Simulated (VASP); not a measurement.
Write the native input for VASP 6.6.1 that does the following.

```yaml
Task: single point
Functional: r2SCAN
Potentials_or_basis: VASP PAW PBE potentials, release 64 (B, P, Al)
Cutoff: 520 eV
k_mesh: 8 × 8 × 6
Occupations: gaussian, width 0.01 eV
Spin: no spin polarisation
Dipole_correction: no
Further_INCAR_settings: ALGO = Normal; EDIFF = 1e-06; NBANDS = 16
```

AlBP2:

```
CELL_PARAMETERS angstrom
3.49211 0.00000 0.00000
0.00000 3.49211 0.00000
0.00000 0.00000 5.21358
ATOMIC_POSITIONS crystal
B 0.00000 0.00000 0.00000
P 0.00000 0.50000 0.20914
P 0.50000 0.00000 0.79086
Al 0.50000 0.50000 0.50000
```

These files were run (other wordings do the same):

POSCAR

```
AlBP2
1.0
    3.4921110810      0.0000000000      0.0000000000
    0.0000000000      3.4921110810      0.0000000000
    0.0000000000      0.0000000000      5.2135754130
B P Al
1 2 1
Direct
    0.0000000000      0.0000000000      0.0000000000
    0.0000000000      0.5000000000      0.2091361140
    0.5000000000      0.0000000000      0.7908638860
    0.5000000000      0.5000000000      0.5000000000
```

INCAR.step1

```
SYSTEM = AlBP2
PREC = Accurate
ENCUT = 520
ISMEAR = 0
SIGMA = 0.01
LREAL = .False.
LASPH = .True.
NELM = 60
NBANDS = 16
GGA = PE
ALGO = Normal
EDIFF = 1E-4
LWAVE = .True.
LCHARG = .False.
```

INCAR.step2

```
SYSTEM = AlBP2
PREC = Accurate
ENCUT = 520
EDIFF = 1E-6
ISMEAR = 0
SIGMA = 0.01
LREAL = .False.
LASPH = .True.
NELM = 60
ALGO = Normal
ISIF = 2
LWAVE = .False.
LCHARG = .False.
METAGGA = R2SCAN
LMIXTAU = .True.
NBANDS = 16
ISTART = 1
```

KPOINTS

```
regular mesh
0
Gamma
  8 8 6
  0 0 0
```

Potentials or basis: VASP PAW PBE potentials, release 64 (B, P, Al).

The run is started by

```console
$ cat potpaw_PBE.64/B/POTCAR potpaw_PBE.64/P/POTCAR potpaw_PBE.64/Al/POTCAR > POTCAR
$ cp INCAR.step1 INCAR
$ mpirun -np 1 vasp_std > vasp.out
$ cp INCAR.step2 INCAR
$ mpirun -np 1 vasp_std > vasp.out
```

It gave:

| Property | Result |
| --- | --- |
| Pressure | -0.4 GPa |
| Largest force | 0.023 eV/Å |
| Band gap on the k mesh | 1.03 eV (least direct gap 1.05 eV) |

Caveat: the PAW data sets were made with another functional, which shifts forces and pressure a little.

Run time: 6.1 min on 1 thread of AMD EPYC 7R13, on a shared host, peak memory 0.18 GiB.
